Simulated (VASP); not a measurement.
# TiC (rocksalt type) (Fm-3m) in VASP: notebook

Runs on TiC (rocksalt type). Level: PBE. Tasks: single point.

All numbers are computed with VASP 6.6.1; they aren't measurements. Logs are shortened: lines on timing, memory, paths and dates and some standing lists are left out, and cuts for length are marked.

### Step 1. The cell of the first run

The structure is cubic, space group Fm-3m (No. 225). Conventional cell: a = 3.988 Å, b = 3.988 Å, c = 3.988 Å, α = 90.00°, β = 90.00°, γ = 90.00°. Within 2.6 Å of Ti (site symmetry m-3m) lie 6 C at 1.99 Å. Within 2.6 Å of C (site symmetry m-3m) lie 6 Ti at 1.99 Å.

### Step 2. Single point, PBE (volume scaled by 0.78, to set the pressure)

INCAR reads:

```
PREC = Accurate ; ENCUT = 520
EDIFF = 1E-6 ; ISMEAR = -1
SIGMA = 0.05 ; LREAL = False
LASPH = True ; NELM = 60
ALGO = Normal ; ISIF = 2
LWAVE = False ; LCHARG = False
GGA = PE ; NBANDS = 15
```

KPOINTS reads:

```
Automatic mesh
0
Gamma
  17 17 17
```

POSCAR reads:

```
TiC
1.0
    0.0000000000      1.9941634772      1.9941634772
    1.9941634772      0.0000000000      1.9941634772
    1.9941634772      1.9941634772      0.0000000000
Ti C
1 1
Direct
    0.0000000000      0.0000000000      0.0000000000
    0.5000000000      0.5000000000      0.5000000000
```

Potentials or basis: VASP PAW PBE potentials, release 64 (Ti_sv, C).

Run with:

```
> cat potpaw_PBE.64/Ti_sv/POTCAR potpaw_PBE.64/C/POTCAR > POTCAR
> mpirun -np 1 vasp_std > vasp.out
```

OUTCAR:

```text
PREC = Accurate
   ENCUT = 520
   EDIFF = 1E-6
   ISMEAR = -1
   LREAL = False
   LASPH = True
   NELM = 60
   ISIF = 2
   GGA = PE

 ion  position               nearest neighbor table
   1  0.000  0.000  0.000-   2 1.99   2 1.99   2 1.99   2 1.99   2 1.99   2 1.99
   2  0.500  0.500  0.500-   1 1.99   1 1.99   1 1.99   1 1.99   1 1.99   1 1.99

  LATTYP: Found a face centered cubic cell.
 ALAT       =     3.9883269544

  Lattice vectors:

 A1 = (   0.0000000000,   1.9941634772,   1.9941634772)
 A2 = (   1.9941634772,   0.0000000000,   1.9941634772)
 A3 = (   1.9941634772,   1.9941634772,   0.0000000000)

Analysis of symmetry for initial positions (statically):
=====================================================================
 Subroutine PRICEL returns:
 Original cell was already a primitive cell.

 Routine SETGRP: Setting up the symmetry group for a
 face centered cubic supercell.

 Subroutine GETGRP returns: Found 48 space group operations
 (whereof 48 operations were pure point group operations)
 out of a pool of 48 trial point group operations.

The static configuration has the point symmetry O_h .

Analysis of symmetry for dynamics (positions and initial velocities):
=====================================================================
 Subroutine PRICEL returns:
 Original cell was already a primitive cell.

 Routine SETGRP: Setting up the symmetry group for a
 face centered cubic supercell.

 Subroutine GETGRP returns: Found 48 space group operations
 (whereof 48 operations were pure point group operations)
 out of a pool of 48 trial point group operations.

The dynamic configuration has the point symmetry O_h .

 Subroutine INISYM returns: Found 48 space group operations
 (whereof 48 operations are pure point group operations),
 and found     1 'primitive' translations

----------------------------------------------------------------------------------------

                                     Primitive cell

  volume of cell :      15.8603

  direct lattice vectors                    reciprocal lattice vectors
     0.000000000  1.994163477  1.994163477    -0.250731701  0.250731701  0.250731701
     1.994163477  0.000000000  1.994163477     0.250731701 -0.250731701  0.250731701
     1.994163477  1.994163477  0.000000000     0.250731701  0.250731701 -0.250731701

  length of vectors
     2.820173035  2.820173035  2.820173035     0.434280045  0.434280045  0.434280045

  position of ions in fractional coordinates (direct lattice)
[... 88 lines left out ...]
   TEBEG  =    0.0;   TEEND  =   0.0 temperature during run
   PSTRESS=    0.0 pullay stress
   NELECT =      16.0000    total number of electrons
   NUPDOWN=      -1.0000    fix difference up-down
   EMIN   =  10.00;   EMAX   =-10.00  energy-range for DOS
   EFERMI =   0.00;   METHOD = LEGACY
   ISMEAR =    -1;   SIGMA  =   0.05  broadening in eV -4-tet -1-fermi 0-gaus
   EFERMI_NEDOS =   21; number of points for ismear=-14 and -15
   IALGO  =     38    algorithm
   IMIX   =      4    mixing-type and parameters
     AMIX     =   0.40;   BMIX     =  1.00
     AMIX_MAG =   1.60;   BMIX_MAG =  1.00
  volume/ion in A,a.u.               =       7.93        53.52
  Fermi-wavevector in a.u.,A,eV,Ry     =   1.641890  3.102722 36.678625  2.695803
  Thomas-Fermi vector in A             =   2.732285
   LORBIT       =      0    0 simple, 1 ext, 2 COOP (PROOUT), +10 PAW based schemes
   GGA     = PE    functional components
   LHFCALC =     F    Hartree Fock is set to
   AEXX    =    0.0000 exact exchange contribution
   IVDW    =     0    specifies the selected vdW correction
   LEPSILON=     F    determine dielectric tensor
   LRPA    =     F    only Hartree local field effects (RPA)
 non-spin polarized calculation
  energy-cutoff  :      520.00
  volume of cell :       15.86
 maximum number of plane-waves:       444
 NGX is ok and might be reduce to    24
   NGX = 11   NGY = 11   NGZ = 11

 number of electron      15.9999998 magnetization

 Free energy of the ion-electron system (eV)
  ---------------------------------------------------
  ext. energy  EPLUGINS =         0.00000000
  ---------------------------------------------------
  free energy    TOTEN  =       -17.54768392 eV

  energy without entropy =      -17.54549667  energy(sigma->0) =      -17.54659029

 E-fermi :  12.6154     XC(G=0): -14.0318

 val. band max:       12.5997087395   @ k =  -0.4706   0.4706   0.0000
 cond. band min:      12.6721863326   @ k =   0.4118   0.4118   0.0000
 fundamental gap:      0.0724775931
 Fermi energy:        12.6153640946

 k-point     1 :       0.0000    0.0000    0.0000
  band No.  band energies     occupation
      1     -43.3187      2.00000
      2     -19.1110      2.00000
      3     -19.1110      2.00000
      4     -19.1110      2.00000
      5      -0.8910      2.00000
      6      13.3179      0.00000
      7      13.3179      0.00000
      8      13.3179      0.00000
      9      14.6112      0.00000
     10      14.6112      0.00000
     11      14.6112      0.00000
     12      14.8536      0.00000
     13      14.8536      0.00000
     14      27.1022      0.00000
[... 401 lines left out ...]
      2     -19.3511      2.00000
      3     -19.1640      2.00000
      4     -19.1169      2.00000
      5      -0.2247      2.00000
      6      11.3566      2.00000
      7      11.6316      2.00000
      8      11.8489      2.00000
      9      13.7061      0.00000
     10      14.4871      0.00000
     11      15.7497      0.00000
     12      17.1880      0.00000
     13      18.4965      0.00000
     14      27.6375      0.00000
     15      28.3559      0.00000

 [... further k-points ...]

------------------------ aborting loop because EDIFF is reached ----------------------------------------

  FORCE on cell =-STRESS in cart. coord.  units (eV):
  Direction    XX          YY          ZZ          XY          YZ          ZX
  --------------------------------------------------------------------------------------
  -------------------------------------------------------------------------------------
  Total       10.0556567     10.0556567     10.0556567      0.0000000     -0.0000000      0.0000000
  in kB     1015.8012665   1015.8012665   1015.8012665      0.0000000     -0.0000000      0.0000000
  external PRESSURE =    1015.8012665 kB  Pullay stress =       0.0000000 kB

 VOLUME and BASIS-vectors are now :
 -----------------------------------------------------------------------------
  energy-cutoff  :      520.00
  volume of cell :       15.86
      direct lattice vectors                 reciprocal lattice vectors
     0.000000000  1.994163477  1.994163477    -0.250731701  0.250731701  0.250731701
     1.994163477  0.000000000  1.994163477     0.250731701 -0.250731701  0.250731701
     1.994163477  1.994163477  0.000000000     0.250731701  0.250731701 -0.250731701

 POSITION                                       TOTAL-FORCE (eV/Angst)
 -----------------------------------------------------------------------------------
      0.00000      0.00000      0.00000         0.000000      0.000000      0.000000
      1.99416      1.99416      1.99416         0.000000      0.000000      0.000000
 -----------------------------------------------------------------------------------
    total drift:                                0.000000     -0.000000     -0.000000

  FREE ENERGIE OF THE ION-ELECTRON SYSTEM (eV)
  ---------------------------------------------------
  free  energy   TOTEN  =       -17.5476839182 eV

  energy  without entropy=      -17.5454966709  energy(sigma->0) =      -17.54659029
```

OSZICAR:

```text
N       E                     dE             d eps       ncg     rms          rms(c)
DAV:   1     0.116397535666E+03    0.11640E+03   -0.79009E+03  5013   0.134E+03
DAV:   2    -0.158736053372E+02   -0.13227E+03   -0.12340E+03  5335   0.341E+02
DAV:   3    -0.221861083777E+02   -0.63125E+01   -0.62271E+01  5951   0.744E+01
DAV:   4    -0.223964462056E+02   -0.21034E+00   -0.21016E+00  6423   0.119E+01
DAV:   5    -0.224014102485E+02   -0.49640E-02   -0.49639E-02  6074   0.158E+00    0.258E+01
DAV:   6    -0.176847944004E+02    0.47166E+01   -0.93948E+00  6976   0.572E+01    0.747E+00
DAV:   7    -0.175127662280E+02    0.17203E+00   -0.11015E+00  5443   0.158E+01    0.750E+00
DAV:   8    -0.175512986165E+02   -0.38532E-01   -0.17396E-01  6797   0.520E+00    0.137E+00
DAV:   9    -0.175489291736E+02    0.23694E-02   -0.18896E-02  6392   0.184E+00    0.986E-01
DAV:  10    -0.175476762799E+02    0.12529E-02   -0.49696E-03  5447   0.111E+00    0.263E-01
DAV:  11    -0.175476852989E+02   -0.90190E-05   -0.57749E-04  5230   0.253E-01    0.518E-02
DAV:  12    -0.175476847804E+02    0.51859E-06   -0.30992E-05  6112   0.505E-02    0.279E-02
DAV:  13    -0.175476839182E+02    0.86211E-06   -0.53718E-06  5706   0.282E-02
   1 F= -.17547684E+02 E0= -.17546590E+02  d E =-.218725E-02
```

stdout:

```text
POSCAR found type information on POSCAR TiC
 POSCAR found :  2 types and       2 ions
 scaLAPACK will be used
 LDA part: xc-table for (Slater+PW92), standard interpolation
 POSCAR, INCAR and KPOINTS ok, starting setup
 FFT: planning ... GRIDC
 FFT: planning ... GRID_SOFT
 FFT: planning ... GRID
 WAVECAR not read
 entering main loop
```

It took 22 s on 1 thread of Intel Xeon Platinum 8488C (Sapphire Rapids), shared host; peak memory 0.16 GiB.

What came out:

| Property | Result |
| --- | --- |
| Free energy | -17.5477 eV |
| Pressure | 101.6 GPa |
| Band gap on the k mesh | zero (band 8 reaches 13.32 eV, above the bottom of band 9 at 12.15 eV) |

Caveat: the cell differs from its parent crystal (volume scaled by 0.78, to set the pressure).

### Step 3. Single point, PBE

This run uses another cell than the first one, of 7.95 Å³/atom, 1.003 times its volume.

INCAR reads:

```
PREC = Accurate ; ENCUT = 520
EDIFF = 1E-7 ; ISMEAR = -1
SIGMA = 0.05 ; LREAL = F
LASPH = T ; NELM = 100
ALGO = Normal ; ISIF = 2
LWAVE = F ; LCHARG = F
GGA = PE ; NBANDS = 15
```

KPOINTS reads:

```
regular mesh
0
Gamma
  17 17 17
```

POSCAR reads:

```
TiC
1.0
    0.0000000000      1.9960936561      1.9960936561
    1.9960936561      0.0000000000      1.9960936561
    1.9960936561      1.9960936561      0.0000000000
Ti C
1 1
Direct
    0.0000000000      0.0000000000      0.0000000000
    0.5000000000      0.5000000000      0.5000000000
```

Potentials or basis: VASP PAW PBE potentials, release 64 (Ti_sv, C).

Run with:

```
> cat potpaw_PBE.64/Ti_sv/POTCAR potpaw_PBE.64/C/POTCAR > POTCAR
> mpirun -np 1 vasp_std > vasp.out
```

Wall time 28 s (1 thread of Intel Xeon Platinum 8488C (Sapphire Rapids), shared host); peak memory 0.16 GiB.

It converged, with:

| Quantity | Value |
| --- | --- |
| Free energy | -17.5767 eV |
| Pressure | 99.7 GPa |
| Band gap on the k mesh | zero (band 8 reaches 13.28 eV, above the bottom of band 9 at 12.11 eV) |

Levels at points of the mesh, in eV from the Fermi level:
```csv
k point,band 6,band 7,band 8,band 9,band 10,band 11
"(0.00, 0.00, 0.00)",0.70,0.70,0.70,1.99,1.99,1.99
```
